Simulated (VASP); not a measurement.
# Nb (Im-3m) in VASP: settings compared, part 2 of 2

VASP 6.6.1. Earlier steps stand in the parts before.

## (4) Electric field gradients, PBE (volume scaled by 0.95)

Input file INCAR:

```
  PREC = Accurate
  ENCUT = 400
  EDIFF = 1E-8
  ISMEAR = -1
  SIGMA = 0.03
  LREAL = F
  LASPH = T
  NELM = 120
  ALGO = Normal
  ISIF = 2
  LWAVE = F
  LCHARG = F
  GGA = PE
  LEFG = T
  NBANDS = 12
  GGA_COMPAT = F
```

Input file KPOINTS:

```
Automatic mesh
0
Gamma
  15 15 15
```

Input file POSCAR:

```
Nb
1.0
   -1.6357420082      1.6357420082      1.6357420082
    1.6357420082     -1.6357420082      1.6357420082
    1.6357420082      1.6357420082     -1.6357420082
Nb
1
Direct
    0.0000000000      0.0000000000      0.0000000000
```

Potentials or basis: VASP PAW PBE potentials, release 64 (Nb_sv).

Run with:

```
> cat potpaw_PBE.64/Nb_sv/POTCAR > POTCAR
> mpirun -np 1 vasp_std > vasp.out
```

OUTCAR:

```text
PREC = Accurate
   ENCUT = 400
   EDIFF = 1E-8
   ISMEAR = -1
   LREAL = F
   LASPH = T
   NELM = 120
   ISIF = 2
   GGA = PE

 ion  position               nearest neighbor table
   1  0.000  0.000  0.000-

  LATTYP: Found a body centered cubic cell.
 ALAT       =     3.2714840164

  Lattice vectors:

 A1 = (  -1.6357420082,   1.6357420082,   1.6357420082)
 A2 = (   1.6357420082,  -1.6357420082,   1.6357420082)
 A3 = (   1.6357420082,   1.6357420082,  -1.6357420082)

Analysis of symmetry for initial positions (statically):
=====================================================================
 Subroutine PRICEL returns:
 Original cell was already a primitive cell.

 Routine SETGRP: Setting up the symmetry group for a
 body centered cubic supercell.
[... 540 lines left out ...]
  in kB       58.0275066     58.0275066     58.0275066     -0.0000000     -0.0000000      0.0000000
  external PRESSURE =      58.0275066 kB  Pullay stress =       0.0000000 kB

 VOLUME and BASIS-vectors are now :
 -----------------------------------------------------------------------------
  energy-cutoff  :      400.00
  volume of cell :       17.51
      direct lattice vectors                 reciprocal lattice vectors
    -1.635742008  1.635742008  1.635742008     0.000000000  0.305671675  0.305671675
     1.635742008 -1.635742008  1.635742008     0.305671675  0.000000000  0.305671675
     1.635742008  1.635742008 -1.635742008     0.305671675  0.305671675  0.000000000

 POSITION                                       TOTAL-FORCE (eV/Angst)
 -----------------------------------------------------------------------------------
      0.00000      0.00000      0.00000        -0.000000      0.000000     -0.000000
 -----------------------------------------------------------------------------------
    total drift:                                0.000000      0.000000      0.000000

  FREE ENERGIE OF THE ION-ELECTRON SYSTEM (eV)
  ---------------------------------------------------
  free  energy   TOTEN  =       -10.2012458915 eV

  energy  without entropy=      -10.1965548226  energy(sigma->0) =      -10.19890036

 Electric field gradients (V/A^2)
---------------------------------------------------------------------
 ion       V_xx      V_yy      V_zz      V_xy      V_xz      V_yz
---------------------------------------------------------------------
   1      -0.000    -0.000     0.000     0.001     0.001     0.001
---------------------------------------------------------------------

 Electric field gradients after diagonalization (V/A^2)
 (convention: |V_zz| > |V_xx| > |V_yy|)
----------------------------------------------------------------------
 ion       V_xx      V_yy      V_zz     asymmetry (V_yy - V_xx)/ V_zz
----------------------------------------------------------------------
   1      -0.001    -0.001     0.001       0.004
----------------------------------------------------------------------

           NMR quadrupolar parameters

 Cq : quadrupolar parameter    Cq=e*Q*V_zz/h
 eta: asymmetry parameters     (V_yy - V_xx)/ V_zz
 Q  : nuclear electric quadrupole moment in mb (millibarn)
----------------------------------------------------------------------
 ion       Cq(MHz)       eta       Q (mb)
----------------------------------------------------------------------
   1       0.000       0.004       1.000
----------------------------------------------------------------------
```

OSZICAR:

```text
N       E                     dE             d eps       ncg     rms          rms(c)
DAV:   1     0.948841983046E+02    0.94884E+02   -0.63202E+03  2912   0.893E+02
DAV:   2    -0.725472700529E+01   -0.10214E+03   -0.98682E+02  3280   0.336E+02
DAV:   3    -0.104514652057E+02   -0.31967E+01   -0.30844E+01  4060   0.513E+01
DAV:   4    -0.105955855697E+02   -0.14412E+00   -0.14362E+00  3872   0.106E+01
DAV:   5    -0.106018269742E+02   -0.62414E-02   -0.62405E-02  4176   0.169E+00    0.771E+00
DAV:   6    -0.102383545702E+02    0.36347E+00   -0.54886E-01  4548   0.912E+00    0.275E+00
DAV:   7    -0.101961447785E+02    0.42210E-01   -0.17430E-01  4736   0.506E+00    0.936E-01
DAV:   8    -0.102012150060E+02   -0.50702E-02   -0.11231E-02  3424   0.137E+00    0.448E-02
DAV:   9    -0.102012417508E+02   -0.26745E-04   -0.73653E-04  4308   0.239E-01    0.363E-02
DAV:  10    -0.102012539300E+02   -0.12179E-04   -0.22942E-05  3384   0.599E-02    0.126E-02
DAV:  11    -0.102012459923E+02    0.79377E-05   -0.33662E-06  3880   0.275E-02    0.255E-03
DAV:  12    -0.102012460641E+02   -0.71758E-07   -0.12216E-07  4176   0.377E-03    0.144E-03
DAV:  13    -0.102012458842E+02    0.17984E-06   -0.12438E-08  2964   0.137E-03    0.259E-04
DAV:  14    -0.102012458915E+02   -0.72871E-08   -0.13524E-09  1940   0.481E-04
   1 F= -.10201246E+02 E0= -.10198900E+02  d E =-.469107E-02
```

Run time: 16 s. Hardware: 1 thread of Intel Xeon Platinum 8259CL at 2.50GHz (Skylake/Cascade Lake), shared host; peak memory 0.12 GiB.

Results:

| Quantity | Value |
| --- | --- |
| Free energy | -10.2012 eV |
| Pressure | 5.8 GPa |

Levels at points of the mesh, in eV from the Fermi level:
```csv
k point,band 2,band 3,band 4,band 5,band 6,band 7,band 8,band 9,band 10,band 11
"(0.00, 0.00, 0.00)",-29.57,-29.57,-29.57,-5.98,0.35,0.35,0.35,3.36,3.36,14.30
```

Caveat: without QUAD_EFG the Cq values of the log hold for a quadrupole moment of 1 mb, not for the nuclei.

## (5) Electric field gradients, PBE (volume scaled by 1.05)

Input file INCAR:

```
PREC     = Accurate       # precision mode
ENCUT    = 400            # plane-wave cutoff, eV
EDIFF    = 1E-8           # SCF threshold, eV
ISMEAR   = -1             # smearing method
SIGMA    = 0.03           # smearing width, eV
LREAL    = F              # projectors in reciprocal space
LASPH    = T              # aspherical terms in the spheres
NELM     = 120            # most SCF steps
ALGO     = Normal         # electronic algorithm
ISIF     = 2              # what is computed and relaxed
LWAVE    = F              # write WAVECAR
LCHARG   = F              # write CHGCAR
GGA      = PE             # functional
LEFG     = T            
NBANDS   = 12             # bands
GGA_COMPAT= F
```

Input file KPOINTS:

```
regular mesh
0
Gamma
  15 15 15
```

Input file POSCAR:

```
Nb
1.0
   -1.6912327179      1.6912327179      1.6912327179
    1.6912327179     -1.6912327179      1.6912327179
    1.6912327179      1.6912327179     -1.6912327179
Nb
1
Direct
    0.0000000000      0.0000000000      0.0000000000
```

Potentials or basis: VASP PAW PBE potentials, release 64 (Nb_sv).

Run with:

```
> cat potpaw_PBE.64/Nb_sv/POTCAR > POTCAR
> mpirun -np 1 vasp_std > vasp.out
```

OUTCAR:

```text
PREC = Accurate
   ENCUT = 400
   EDIFF = 1E-8
   ISMEAR = -1
   LREAL = F
   LASPH = T
   NELM = 120
   ISIF = 2
   GGA = PE

 ion  position               nearest neighbor table
   1  0.000  0.000  0.000-

  LATTYP: Found a body centered cubic cell.
 ALAT       =     3.3824654358

  Lattice vectors:

 A1 = (  -1.6912327179,   1.6912327179,   1.6912327179)
 A2 = (   1.6912327179,  -1.6912327179,   1.6912327179)
 A3 = (   1.6912327179,   1.6912327179,  -1.6912327179)

Analysis of symmetry for initial positions (statically):
=====================================================================
 Subroutine PRICEL returns:
 Original cell was already a primitive cell.

 Routine SETGRP: Setting up the symmetry group for a
 body centered cubic supercell.
[... 540 lines left out ...]
  in kB     -104.8011130   -104.8011130   -104.8011130      0.0000000      0.0000000     -0.0000000
  external PRESSURE =    -104.8011130 kB  Pullay stress =       0.0000000 kB

 VOLUME and BASIS-vectors are now :
 -----------------------------------------------------------------------------
  energy-cutoff  :      400.00
  volume of cell :       19.35
      direct lattice vectors                 reciprocal lattice vectors
    -1.691232718  1.691232718  1.691232718     0.000000000  0.295642341  0.295642341
     1.691232718 -1.691232718  1.691232718     0.295642341  0.000000000  0.295642341
     1.691232718  1.691232718 -1.691232718     0.295642341  0.295642341  0.000000000

 POSITION                                       TOTAL-FORCE (eV/Angst)
 -----------------------------------------------------------------------------------
      0.00000      0.00000      0.00000         0.000000      0.000000      0.000000
 -----------------------------------------------------------------------------------
    total drift:                                0.000000     -0.000000      0.000000

  FREE ENERGIE OF THE ION-ELECTRON SYSTEM (eV)
  ---------------------------------------------------
  free  energy   TOTEN  =       -10.1753277831 eV

  energy  without entropy=      -10.1696698435  energy(sigma->0) =      -10.17249881

 Electric field gradients (V/A^2)
---------------------------------------------------------------------
 ion       V_xx      V_yy      V_zz      V_xy      V_xz      V_yz
---------------------------------------------------------------------
   1       0.000    -0.000    -0.000    -0.000    -0.000    -0.000
---------------------------------------------------------------------

 Electric field gradients after diagonalization (V/A^2)
 (convention: |V_zz| > |V_xx| > |V_yy|)
----------------------------------------------------------------------
 ion       V_xx      V_yy      V_zz     asymmetry (V_yy - V_xx)/ V_zz
----------------------------------------------------------------------
   1       0.000     0.000    -0.001       0.000
----------------------------------------------------------------------

           NMR quadrupolar parameters

 Cq : quadrupolar parameter    Cq=e*Q*V_zz/h
 eta: asymmetry parameters     (V_yy - V_xx)/ V_zz
 Q  : nuclear electric quadrupole moment in mb (millibarn)
----------------------------------------------------------------------
 ion       Cq(MHz)       eta       Q (mb)
----------------------------------------------------------------------
   1      -0.000       0.000       1.000
----------------------------------------------------------------------
```

stdout:

```text
POSCAR found type information on POSCAR Nb
 POSCAR found :  1 types and       1 ions
 scaLAPACK will be used
 LDA part: xc-table for (Slater+PW92), standard interpolation
 POSCAR, INCAR and KPOINTS ok, starting setup
 FFT: planning ... GRIDC
 FFT: planning ... GRID_SOFT
 FFT: planning ... GRID
 WAVECAR not read
 entering main loop
ion   1
```

Run time: 20 s. Hardware: 1 thread of Intel Xeon Platinum 8259CL at 2.50GHz (Skylake/Cascade Lake), shared host; peak memory 0.13 GiB.

What came out:

* Free energy: -10.1753 eV
* Pressure: -10.5 GPa

Levels at points of the mesh, in eV from the Fermi level:
```csv
k point,band 2,band 3,band 4,band 5,band 6,band 7,band 8,band 9,band 10,band 11
"(0.00, 0.00, 0.00)",-29.93,-29.93,-29.93,-5.80,0.36,0.36,0.36,3.04,3.04,13.99
```

Caveat: without QUAD_EFG the Cq values of the log hold for a quadrupole moment of 1 mb, not for the nuclei.

## (6) The runs side by side

```tsv
level	cell	cutoff (eV)	gap on the mesh (eV)	pressure (GPa)
PBEsol	a = 2.882 Å, angles 109.5°, 1 atom	520	none	-8.6
r2SCAN	a = 2.882 Å, angles 109.5°, 1 atom	520	none	-3.8
PBE	a = 2.833 Å, angles 109.5°, 1 atom	400	none	5.8
PBE	a = 2.929 Å, angles 109.5°, 1 atom	400	none	-10.5
```

Alike in all rows: task electric field gradients; potentials or basis VASP PAW PBE potentials, release 64 (Nb_sv); no spin polarisation; k mesh 15 × 15 × 15; smearing fermi-dirac 0.03 eV.

Caveats: the PAW data sets were made with another functional, which shifts forces and pressure a little (some runs).

Absolute energies hang on the potentials; compare differences alone.
